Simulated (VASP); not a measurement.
# Ir (P6_3/mmc) in VASP: a series of runs, part 2 of 2

VASP 6.6.1. Earlier steps stand in the parts before.

### 3 Single point, RPBE (volume scaled by 1.04)

Contents of INCAR:

```
ALGO     = Normal         # electronic algorithm
EDIFF    = 1E-7           # SCF threshold, eV
ENCUT    = 520            # plane-wave cutoff, eV
GGA      = RP             # functional
ISIF     = 2              # what is computed and relaxed
ISMEAR   = -1             # smearing method
LASPH    = T              # aspherical terms in the spheres
LCHARG   = T              # write CHGCAR
LELF     = T              # ELF
LREAL    = F              # projectors in reciprocal space
LVHAR    = T            
LWAVE    = F              # write WAVECAR
NBANDS   = 16             # bands
NELM     = 80             # most SCF steps
PREC     = Accurate       # precision mode
SIGMA    = 0.1            # smearing width, eV
```

Contents of KPOINTS:

```
k-points
0
Gamma
  15 15 8
```

Contents of POSCAR:

```
Ir
1.0
    2.7962309305      0.0000000000      0.0000000000
   -1.3981154652      2.4216070206      0.0000000000
    0.0000000000      0.0000000000      4.5342284391
Ir
2
Direct
    0.3333333333      0.6666666667      0.2500000000
    0.6666666667      0.3333333333      0.7500000000
```

Potentials or basis: VASP PAW PBE potentials, release 64 (Ir).

Command:

```bash
> cat potpaw_PBE.64/Ir/POTCAR > POTCAR
> mpirun -np 1 vasp_std > vasp.out
```

Run time: 25 s. Hardware: 1 thread of Intel Xeon 6975P-C (Granite Rapids), shared host; peak memory 0.19 GiB.

The run converged. Its results:

| Item | Value |
| --- | --- |
| Free energy | -16.2359 eV |
| Pressure | -11.4 GPa |
| Band gap on the k mesh | zero (band 9 reaches 10.05 eV, above the bottom of band 10 at 7.21 eV) |

Stress tensor (GPa, compression positive):
```
-11.26   0.00   0.00
  0.00 -11.26   0.00
  0.00   0.00 -11.64
```

Levels at points of the mesh, in eV from the Fermi level:
```
           k point  band 6  band 7  band 8  band 9  band 10  band 11  band 12  band 13
(0.00, 0.00, 0.00)   -2.80   -2.80   -2.10   -2.10    -0.58     0.24     0.24     6.38
(0.00, 0.00, 0.50)   -3.49   -3.49   -3.49   -0.43    -0.43    -0.43    -0.43    13.42
```

Caveat: the cell differs from its parent crystal (volume scaled by 1.04); the PAW data sets were made with another functional, which shifts forces and pressure a little; spin-orbit coupling is left out, which moves the levels of the heavy elements.

### 4 Single point, RPBE (volume scaled by 1.08)

Contents of INCAR:

```
  PREC = Accurate
  ENCUT = 520
  EDIFF = 1E-6
  ISMEAR = -1
  SIGMA = 0.1
  LREAL = F
  LASPH = T
  NELM = 80
  ALGO = Normal
  ISIF = 2
  LWAVE = F
  LCHARG = T
  GGA = RP
  LELF = T
  LVHAR = T
  NBANDS = 16
```

Contents of KPOINTS:

```
regular mesh
0
Gamma
  15 15 8
```

Contents of POSCAR:

```
Ir
1.0
    2.8316300166      0.0000000000      0.0000000000
   -1.4158150083      2.4522635285      0.0000000000
    0.0000000000      0.0000000000      4.5916298294
Ir
2
Direct
    0.3333333333      0.6666666667      0.2500000000
    0.6666666667      0.3333333333      0.7500000000
```

Command:

```bash
> cat potpaw_PBE.64/Ir/POTCAR > POTCAR
> mpirun -np 1 vasp_std > vasp.out
```

Run time: 23 s. Hardware: 1 thread of Intel Xeon 6975P-C (Granite Rapids), shared host; peak memory 0.19 GiB.

The run converged. Its results:

- Free energy: -16.1180 eV
- Pressure: -20.4 GPa
- Band gap on the k mesh: zero (band 9 reaches 9.39 eV, above the bottom of band 10 at 6.74 eV)

Stress tensor (GPa, compression positive):
```
-20.20   0.00   0.00
  0.00 -20.20   0.00
  0.00   0.00 -20.79
```

Levels at points of the mesh, in eV from the Fermi level:
```
           k point  band 5  band 6  band 7  band 8  band 9  band 10  band 11  band 12  band 13  band 14
(0.00, 0.00, 0.00)   -3.18   -2.64   -2.64   -1.97   -1.97    -0.46     0.23     0.23     6.07    14.36
(0.00, 0.00, 0.50)   -3.28   -3.28   -3.28   -3.28   -0.41    -0.41    -0.41    -0.41    13.25    13.25
```

Caveat: the cell differs from its parent crystal (volume scaled by 1.08); the PAW data sets were made with another functional, which shifts forces and pressure a little; spin-orbit coupling is left out, which moves the levels of the heavy elements.

### 5 Single point, RPBE (volume scaled by 1.12)

Contents of INCAR:

```
SYSTEM = Ir
PREC = Accurate
ENCUT = 520
EDIFF = 1E-7
ISMEAR = -1
SIGMA = 0.1
LREAL = .FALSE.
LASPH = .TRUE.
NELM = 100
ALGO = Normal
ISIF = 2
LWAVE = .FALSE.
LCHARG = .TRUE.
GGA = RP
LELF = .TRUE.
LVHAR = .TRUE.
NBANDS = 16
```

Contents of KPOINTS:

```
Automatic mesh
0
G
  15 15 8
  0 0 0
```

Contents of POSCAR:

```
Ir
1.0
    2.8661654936      0.0000000000      0.0000000000
   -1.4330827468      2.4821721289      0.0000000000
    0.0000000000      0.0000000000      4.6476308343
Ir
2
Direct
    0.3333333333      0.6666666667      0.2500000000
    0.6666666667      0.3333333333      0.7500000000
```

Command:

```bash
> cat potpaw_PBE.64/Ir/POTCAR > POTCAR
> mpirun -np 1 vasp_std > vasp.out
```

It took 23 s on 1 thread of Intel Xeon 6975P-C (Granite Rapids), shared host; peak memory 0.2 GiB.

It converged, with:

```
Free energy            : -15.9416 eV
Pressure               : -27.3 GPa
Band gap on the k mesh : zero (band 9 reaches 8.78 eV, above the bottom of band 10 at 6.30 eV)
```

Stress tensor (GPa, compression positive):
```
-27.09   0.00   0.00
  0.00 -27.09   0.00
  0.00   0.00 -27.83
```

Levels at points of the mesh, in eV from the Fermi level:
| k point | band 5 | band 6 | band 7 | band 8 | band 9 | band 10 | band 11 | band 12 | band 13 | band 14 |
| --- | --- | --- | --- | --- | --- | --- | --- | --- | --- | --- |
| (0.00, 0.00, 0.00) | -2.99 | -2.49 | -2.49 | -1.86 | -1.86 | -0.34 | 0.22 | 0.22 | 5.78 | 14.38 |
| (0.00, 0.00, 0.50) | -3.09 | -3.09 | -3.09 | -3.09 | -0.38 | -0.38 | -0.38 | -0.38 | 13.05 | 13.05 |

Caveat: the cell differs from its parent crystal (volume scaled by 1.12); the PAW data sets were made with another functional, which shifts forces and pressure a little; spin-orbit coupling is left out, which moves the levels of the heavy elements.

### 6 Relaxation of cell and atoms, RPBE

This run uses another cell than the first one, of 14.15 Å³/atom, 0.959 times its volume.

Contents of INCAR:

```
ALGO = Normal ; EDIFF = 1E-6
EDIFFG = -0.01 ; ENCUT = 600
GGA = RP ; IBRION = 2
ISIF = 3 ; ISMEAR = -1
LASPH = T ; LCHARG = F
LREAL = F ; LWAVE = F
NELM = 100 ; NSW = 80
PREC = Accurate ; SIGMA = 0.1
```

Contents of KPOINTS:

```
k-points
0
Gamma
  13 13 7
```

Contents of POSCAR:

```
Ir
1.0
    2.7148619862      0.0000000000      0.0000000000
   -1.3574309931      2.3511394478      0.0000000000
    0.0000000000      0.0000000000      4.4333696235
Ir
2
Direct
    0.3333333333      0.6666666667      0.2500000000
    0.6666666667      0.3333333333      0.7500000000
```

Potentials or basis: VASP PAW PBE potentials, release 64 (Ir).

Command:

```bash
> cat potpaw_PBE.64/Ir/POTCAR > POTCAR
> mpirun -np 1 vasp_std > vasp.out
```

It took 58 s on 1 thread of Intel Xeon 6975P-C (Granite Rapids), shared host; peak memory 0.19 GiB.

It converged, with:

* Free energy: -16.2688 eV
* Relaxed volume: 14.78 Å³/atom
* Relaxed cell: a = 2.761 Å, b = 2.761 Å, c = 4.477 Å, α = 90.00°, β = 90.00°, γ = 120.00°
* Space group after relaxing (to 0.05 Å): P6_3/mmc (No. 194)
* Energy gained by relaxing: 30.4 meV/atom
* Ionic steps: 9
* Pressure after relaxing: 0.0 GPa
* Band gap on the k mesh: zero (band 9 reaches 10.74 eV, above the bottom of band 10 at 7.59 eV)

Step by step:
| step | energy change (eV) | largest force (eV/Å) | pressure (GPa) | volume (Å³) |
| --- | --- | --- | --- | --- |
| 1 | 0.0000 | 0.0000 | 15.97 | 28.30 |
| 2 | 0.5428 | 0.0000 | -33.37 | 34.47 |
| 3 | -0.0600 | 0.0000 | -1.02 | 29.65 |
| 4 | -0.0603 | 0.0000 | -0.13 | 29.57 |
| 5 | -0.0603 | 0.0000 | 0.13 | 29.55 |
| 6 | -0.0607 | 0.0000 | 0.22 | 29.54 |
| 7 | -0.0607 | 0.0000 | 0.21 | 29.54 |
| 8 | -0.0606 | 0.0000 | -0.54 | 29.61 |
| 9 | -0.0607 | 0.0000 | 0.02 | 29.56 |

Final structure:
```
Ir
1.0
     2.76096    0.00000    0.00000
    -1.38048    2.39106    0.00000
     0.00000    0.00000    4.47749
Ir
2
Direct
  0.33333 0.66667 0.25000
  0.66667 0.33333 0.75000
```

Levels at points of the mesh, in eV from the Fermi level:
```csv
k point,band 5,band 6,band 7,band 8,band 9,band 10,band 11,band 12,band 13
"(0.00, 0.00, 0.00)",-3.61,-2.99,-2.99,-2.24,-2.24,-0.71,0.24,0.24,6.70
```

Caveat: the PAW data sets were made with another functional, which shifts forces and pressure a little; spin-orbit coupling is left out, which moves the levels of the heavy elements.

### 7 Single point, RPBE

Contents of INCAR:

```
SYSTEM = Ir
  ALGO = Normal
  EDIFF = 1E-7
  ENCUT = 520
  GGA = RP
  ISIF = 2
  ISMEAR = -1
  LASPH = .True.
  LCHARG = .False.
  LREAL = .False.
  LWAVE = .False.
  NBANDS = 16
  NELM = 100
  PREC = Accurate
  SIGMA = 0.1
```

Contents of KPOINTS:

```
k-points
0
Gamma
  21 21 12
  0 0 0
```

Contents of POSCAR:

```
Ir
1.0
    2.7599121322      0.0000000000      0.0000000000
   -1.3799560661      2.3901540187      0.0000000000
    0.0000000000      0.0000000000      4.4753356895
Ir
2
Direct
    0.3333333333      0.6666666667      0.2500000000
    0.6666666667      0.3333333333      0.7500000000
```

Command:

```bash
> cat potpaw_PBE.64/Ir/POTCAR > POTCAR
> mpirun -np 1 vasp_std > vasp.out
```

Wall time 48 s (1 thread of Intel Xeon 6975P-C (Granite Rapids), shared host); peak memory 0.27 GiB.

It converged, with:

```yaml
Free_energy: -16.2743 eV
Pressure: 0.2 GPa
Band_gap_on_the_k_mesh: zero (band 9 reaches 10.76 eV, above the bottom of band 10 at 7.66 eV)
```

Stress tensor (GPa, compression positive):
```
0.28 0.00 0.00
0.00 0.28 0.00
0.00 0.00 0.14
```

Levels at points of the mesh, in eV from the Fermi level:
```csv
k point,band 5,band 6,band 7,band 8,band 9,band 10,band 11,band 12,band 13,band 14
"(0.00, 0.00, 0.00)",-3.60,-2.99,-2.99,-2.23,-2.23,-0.70,0.25,0.25,6.72,14.28
"(0.00, 0.00, 0.50)",-3.72,-3.72,-3.72,-3.72,-0.45,-0.45,-0.45,-0.45,13.53,13.53
```

Caveat: the PAW data sets were made with another functional, which shifts forces and pressure a little; spin-orbit coupling is left out, which moves the levels of the heavy elements.

### 8 Summary

| task | cell | k mesh | cutoff (eV) | gap on the mesh (eV) | pressure (GPa) |
| --- | --- | --- | --- | --- | --- |
| single point | a = 2.760, b = 2.760, c = 4.475 Å, angles 90.0, 90.0, 120.0°, 2 atoms | 15 × 15 × 8 | 520 | none | 0.2 |
| single point | a = 2.796, b = 2.796, c = 4.534 Å, angles 90.0, 90.0, 120.0°, 2 atoms | 15 × 15 × 8 | 520 | none | -11.4 |
| single point | a = 2.832, b = 2.832, c = 4.592 Å, angles 90.0, 90.0, 120.0°, 2 atoms | 15 × 15 × 8 | 520 | none | -20.4 |
| single point | a = 2.866, b = 2.866, c = 4.648 Å, angles 90.0, 90.0, 120.0°, 2 atoms | 15 × 15 × 8 | 520 | none | -27.3 |
| relaxation of cell and atoms | relaxed from a = 2.715, b = 2.715, c = 4.433 Å, angles 90.0, 90.0, 120.0°, 2 atoms | 13 × 13 × 7 | 600 | none | 0.0 |
| single point | a = 2.760, b = 2.760, c = 4.475 Å, angles 90.0, 90.0, 120.0°, 2 atoms | 21 × 21 × 12 | 520 | none | 0.2 |

Alike in all rows: level RPBE; potentials or basis VASP PAW PBE potentials, release 64 (Ir); no spin polarisation; smearing fermi-dirac 0.1 eV.

Caveats: the PAW data sets were made with another functional, which shifts forces and pressure a little; spin-orbit coupling is left out, which moves the levels of the heavy elements.

Total energies depend on the potentials used, so only differences within one code and one set of settings carry meaning.
